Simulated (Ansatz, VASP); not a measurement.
## C in VASP and in Ansatz

```
C
1.0
     1.61482    0.00000    0.02089
     0.00000    1.61489    0.00000
    -0.07644    0.00000    3.61467
C
1
Cartesian
  0.8074 0.0000 0.0104
```

Alike in both runs: functional PBE; k mesh 10 × 10 × 8; occupations gaussian, width 0.1 eV; no spin polarisation.

Ansatz relaxed the structure, and its values are those at the end. VASP's run is a single point on that final structure, the one shown.

```csv
,VASP,Ansatz
version,VASP 6.6.1,Ansatz 0.2.0
potentials or method,"VASP PAW PBE potentials, release 64 (C), cutoff 520 eV","scalar-relativistic, plane waves, PAW"
valence electrons in the cell,4,4
```

|  | VASP | Ansatz | Ansatz less VASP |
| --- | --- | --- | --- |
| gap on the k mesh at the Fermi level (eV) | none | none | - |
| pressure (GPa) | 0.3 | 0.1 | -0.20 |

A gap of «none» marks a metal or a gap that the smearing closes. The functional is the same, so the differences come from potentials, cutoffs and numerics.

The k mesh is coarse, so the values compare programs but aren't converged.
